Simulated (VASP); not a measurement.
Set up this calculation in VASP 6.6.1, as the native input.

| Property | Result |
| --- | --- |
| Task | single point |
| Functional | PBE0 |
| Potentials or basis | VASP PAW PBE potentials, release 64 (Al) |
| Cutoff | 520 eV |
| k mesh | 6 × 6 × 4 |
| Occupations | fermi-dirac, width 0.05 eV |
| Spin | no spin polarisation |
| Dipole correction | no |
| Grid for exact exchange (PRECFOCK) | Normal |
| Further INCAR settings | ALGO = Normal; EDIFF = 1e-06; NBANDS = 10 |
| Share of exact exchange | 0.25 |

Al:

```
CELL_PARAMETERS angstrom
2.81246 0.00000 0.00000
-1.40623 2.43566 0.00000
0.00000 0.00000 4.86685
ATOMIC_POSITIONS crystal
Al 0.33333 0.66667 0.25000
Al 0.66667 0.33333 0.75000
```

This isn't the form of Al at room conditions, which is fcc.

One way to write it, as run:

POSCAR

```
Al
1.0
    2.8124553515      0.0000000000      0.0000000000
   -1.4062276757      2.4356577814      0.0000000000
    0.0000000000      0.0000000000      4.8668500000
Al
2
Direct
    0.3333333333      0.6666666667      0.2500000000
    0.6666666667      0.3333333333      0.7500000000
```

INCAR.step1

```
  PREC = Accurate
  ENCUT = 520
  EDIFF = 1E-5
  ISMEAR = -1
  SIGMA = 0.05
  LREAL = F
  LASPH = T
  NELM = 60
  ALGO = Normal
  ISIF = 2
  LWAVE = T
  LCHARG = F
  NBANDS = 10
  GGA = PE
```

INCAR.step2

```
  PREC = Accurate
  ENCUT = 520
  EDIFF = 1E-6
  ISMEAR = -1
  SIGMA = 0.05
  LREAL = F
  LASPH = T
  NELM = 60
  ALGO = Normal
  ISIF = 2
  LWAVE = F
  LCHARG = F
  GGA = PE
  LHFCALC = T
  AEXX = 0.25
  PRECFOCK = Normal
  NBANDS = 10
  ISTART = 1
```

KPOINTS

```
regular mesh
0
Gamma
  6 6 4
```

Potentials or basis: VASP PAW PBE potentials, release 64 (Al).

Launch:

```sh
$ cat potpaw_PBE.64/Al/POTCAR > POTCAR
$ cp INCAR.step1 INCAR
$ mpirun -np 1 vasp_std > vasp.out
$ cp INCAR.step2 INCAR
$ mpirun -np 1 vasp_std > vasp.out
```

Results of the run:

* Pressure: -0.1 GPa
* Band gap on the k mesh: zero (bands 3 and 4 overlap by 8.42 eV)

Caveat: the k points lie up to 0.43 Å⁻¹ apart, too coarse for converged energies and pressures of a metal; the PAW data sets were made with another functional, which shifts forces and pressure a little.

Wall time 7.4 min on 1 thread of Intel Xeon 8259CL (shared host), peak memory 0.16 GiB.
